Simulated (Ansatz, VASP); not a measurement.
## One calculation of KBr, two programs

```xyz
2
Lattice="0.0000 3.3000 3.3000 3.3000 0.0000 3.3000 3.3000 3.3000 0.0000" Properties=species:S:1:pos:R:3 pbc="T T T"
Br    3.3000    3.3000    3.3000
K     0.0000    0.0000    0.0000
```

Alike in both runs: task single point; functional PBE; k mesh 7 × 7 × 7; occupations gaussian, width 0.025 eV; no spin polarisation.

|  | VASP | Ansatz |
| --- | --- | --- |
| version | VASP 6.6.1 | Ansatz 0.2.0 |
| potentials or method | VASP PAW PBE potentials, release 64 (Br, K_sv), cutoff 520 eV | all-electron LAPW, scalar-relativistic |

```tsv
	VASP	Ansatz	Ansatz less VASP
gap on the k mesh at the Fermi level (eV)	4.43	4.44	+0.001
least direct gap on the mesh (eV)	4.43	4.44	+0.001
pressure (GPa)	0.8	0.7	-0.04
```

Ansatz ran all-electron here, and VASP with PAW potentials.
